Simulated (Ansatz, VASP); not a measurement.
**Al2BN3 in VASP and in Ansatz**

Contents of INCAR:

```
SYSTEM = Al2BN3
ALGO = Normal
EDIFF = 1E-6
ENCUT = 520
GGA = PE
ISIF = 2
ISMEAR = 0
LASPH = .True.
LCHARG = .True.
LELF = .True.
LREAL = .False.
LVHAR = .True.
LWAVE = .False.
NBANDS = 36
NELM = 80
PREC = Accurate
SIGMA = 0.1
```

The input KPOINTS:

```
k-points
0
Gamma
  6 6 1
  0 0 0
```

The input POSCAR:

```
Al2BN3
1.0
    3.1898548300      0.0000000000      0.0000000000
   -1.5949274200      2.7624953200      0.0000000000
    0.0000000000      0.0000000000     15.8448738300
Al B N
4 2 6
Direct
    0.6666666700      0.3333333300      0.6666666700
    0.3333333300      0.6666666700      0.1666666700
    0.3333333300      0.6666666700      0.5000000000
    0.3333333300      0.6666666700      0.8333333300
    0.6666666700      0.3333333300      0.0000000000
    0.6666666700      0.3333333300      0.3333333300
    0.6666666700      0.3333333300      0.1250000000
    0.6666666700      0.3333333300      0.4583333300
    0.6666666700      0.3333333300      0.7916666700
    0.3333333300      0.6666666700      0.2916666700
    0.3333333300      0.6666666700      0.6250000000
    0.3333333300      0.6666666700      0.9583333300
```

Input for Ansatz:

```yaml
crystal:
  lattice:
    - [3.18985483, 0.0, 0.0]
    - [-1.59492742, 2.76249532, 0.0]
    - [0.0, 0.0, 15.84487383]
  atoms:
    - { symbol: Al, position: [0.66666667, 0.33333333, 0.66666667] }
    - { symbol: Al, position: [0.33333333, 0.66666667, 0.16666667] }
    - { symbol: Al, position: [0.33333333, 0.66666667, 0.5] }
    - { symbol: Al, position: [0.33333333, 0.66666667, 0.83333333] }
    - { symbol: B, position: [0.66666667, 0.33333333, 0.0] }
    - { symbol: B, position: [0.66666667, 0.33333333, 0.33333333] }
    - { symbol: "N", position: [0.66666667, 0.33333333, 0.125] }
    - { symbol: "N", position: [0.66666667, 0.33333333, 0.45833333] }
    - { symbol: "N", position: [0.66666667, 0.33333333, 0.79166667] }
    - { symbol: "N", position: [0.33333333, 0.66666667, 0.29166667] }
    - { symbol: "N", position: [0.33333333, 0.66666667, 0.625] }
    - { symbol: "N", position: [0.33333333, 0.66666667, 0.95833333] }
basis:
  ecutwfc: 420
kpoints:
  mp_grid: { grid: [6, 6, 1] }
hamiltonian:
  xc: pbe
scf:
  occupations: { method: gaussian, width: 0.1 }
  lower_state_search: "off"
output:
  forces: true
  stress: true
  eigenvalues: true
```

Alike in both runs: task single point; functional PBE; k mesh 6 × 6 × 1; occupations gaussian, width 0.1 eV; no spin polarisation.

|  | VASP | Ansatz |
| --- | --- | --- |
| version | VASP 6.6.1 | Ansatz 0.2.0 |
| potentials or method | VASP PAW PBE potentials, release 64 (Al, B, N), cutoff 520 eV | scalar-relativistic, plane waves, PAW |
| valence electrons in the cell | 48 | 48 |

```tsv
	VASP	Ansatz	Ansatz less VASP
gap on the k mesh at the Fermi level (eV)	2.18	2.17	-0.004
least direct gap on the mesh (eV)	2.18	2.17	-0.004
rms of the force components (eV/Å)	0.684	0.688	+0.0040
```

Atom by atom the forces differ by 0.004 eV/Å (rms over components). With one functional, cell and mesh, what is left measures potentials, basis and numerics.
